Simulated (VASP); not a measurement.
Runs of VASP 6.6.1 on CdSe. The structure is that of space group F-43m (No. 216), or close to it. The cells are those of the table. 

```csv
task,cell,cutoff (eV),gap on the mesh (eV),pressure (GPa)
single point,"a = 4.286 Å, angles 60.0, 60.0, 90.0°, 2 atoms",520,1.11,(b)
relaxation of cell and atoms,"relaxed to 4 GPa from a = 4.337 Å, angles 60.0, 60.0, 90.0°, 2 atoms",600,1.17,4.0
single point,"a = 4.243 Å, angles 60.0, 60.0, 90.0°, 2 atoms",520,1.18,4.3
relaxation of cell and atoms,"relaxed to 15 GPa from a = 4.337 Å, angles 60.0, 60.0, 90.0°, 2 atoms",600,1.43,15.0
single point,"a = 4.139 Å, angles 60.0, 60.0, 90.0°, 2 atoms",520,1.34,(c)
single point,"a = 4.073 Å, angles 60.0, 60.0, 90.0°, 2 atoms",520,1.44,15.6
relaxation of cell and atoms,"relaxed to 2 GPa from a = 4.337 Å, angles 60.0, 60.0, 90.0°, 2 atoms",600,(a),2.0
relaxation of cell and atoms,"relaxed to 7 GPa from a = 4.337 Å, angles 60.0, 60.0, 90.0°, 2 atoms",600,1.26,7.0
```

Alike in all rows: level r2SCAN; potentials or basis VASP PAW PBE potentials, release 64 (Cd, Se); no spin polarisation; k mesh 6 × 6 × 6; smearing gaussian 0.01 eV.

Question: Fill in the values left out.

Answer: (a) 1.10; (b) 2.3; (c) 10.4.

Caveats: the PAW data sets were made with another functional, which shifts forces and pressure a little; the cell is relaxed towards a set pressure, so the run minimises the enthalpy, not the energy (at least some runs); the cell stands under pressure (at least some runs).

A k mesh can miss the band edges, and the runs leave out spin-orbit coupling on Cd, Se.
